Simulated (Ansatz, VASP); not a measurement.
# K in VASP and in Ansatz

INCAR

```
PREC = Accurate
ENCUT = 520
EDIFF = 1E-6
ISMEAR = 0
SIGMA = 0.1
LREAL = F
LASPH = T
NELM = 80
ALGO = Normal
ISIF = 2
LWAVE = F
LCHARG = F
NBANDS = 10
```

The input KPOINTS:

```
Automatic mesh
0
Gamma
  9 9 9
```

File POSCAR:

```
K
1.0
   -2.5241928768      2.5241928768      2.5241928768
    2.5241928768     -2.5241928768      2.5241928768
    2.5241928768      2.5241928768     -2.5241928768
K
1
Direct
    0.0000000000      0.0000000000      0.0000000000
```

Input for Ansatz:

```yaml
crystal:
  lattice:
    - [-2.5241928768, 2.5241928768, 2.5241928768]
    - [2.5241928768, -2.5241928768, 2.5241928768]
    - [2.5241928768, 2.5241928768, -2.5241928768]
  atoms:
    - { symbol: K, position: [0.0, 0.0, 0.0] }
hamiltonian:
  xc: lda
  pseudopotentials:
    kind: paw
    azcp:
      K: "pseudopotentials/K.paw.azcp"
basis:
  ecutwfc: 420
  fft_grid_basis: typed
kpoints:
  mp_grid: { grid: [9, 9, 9], shift: [0, 0, 0] }
magnetization:
  spin_polarized: false
scf:
  occupations: { method: gaussian, width: 0.1 }
  lower_state_search: "off"
output:
  stress: true
```

Alike in both runs: task single point; functional LDA; k mesh 9 × 9 × 9; occupations gaussian, width 0.1 eV; no spin polarisation.

|  | VASP | Ansatz |
| --- | --- | --- |
| version | VASP 6.6.1 | Ansatz 0.2.0 |
| potentials or method | VASP PAW LDA potentials, release 64 (K_sv), cutoff 520 eV | plane waves (420 eV) with PAW, scalar-relativistic |
| valence electrons in the cell | 9 | 9 |

```csv
,VASP,Ansatz,Ansatz less VASP
pressure (GPa),0.0,0.0,+0.02
```

Ansatz warns that its potentials were made for another functional, while VASP's fit it. LDA's correlation is that of Perdew and Zunger in VASP and of Perdew and Wang (1992) in Ansatz.
